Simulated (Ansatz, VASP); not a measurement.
Pd in VASP and in Ansatz

```
CELL_PARAMETERS angstrom
2.74604 0.00000 0.00000
-1.37302 2.37814 0.00000
0.00000 0.00000 4.56633
ATOMIC_POSITIONS crystal
Pd 0.33333 0.66667 0.25000
Pd 0.66667 0.33333 0.75000
```

Change from the starting cell: volume scaled by 0.96.

Alike in both runs: task single point; functional PBEsol; k mesh 11 × 11 × 6; occupations fermi-dirac, width 0.05 eV; no spin polarisation.

|  | VASP | Ansatz |
| --- | --- | --- |
| version | VASP 6.6.1 | Ansatz 0.2.0 |
| potentials or method | VASP PAW PBE potentials, release 64 (Pd), cutoff 520 eV | all-electron LAPW, scalar-relativistic |

```csv
,VASP,Ansatz,Ansatz less VASP
gap on the k mesh at the Fermi level (eV),none,none,-
pressure (GPa),-4.0,-3.8,+0.23
"traceless stress, the component that is largest in VASP (GPa)",0.26,0.33,+0.072
```

VASP's potentials were made for PBE, not for PBEsol. A gap of «none» marks a metal or a gap that the smearing closes. Ansatz ran all-electron here, and VASP with PAW potentials.
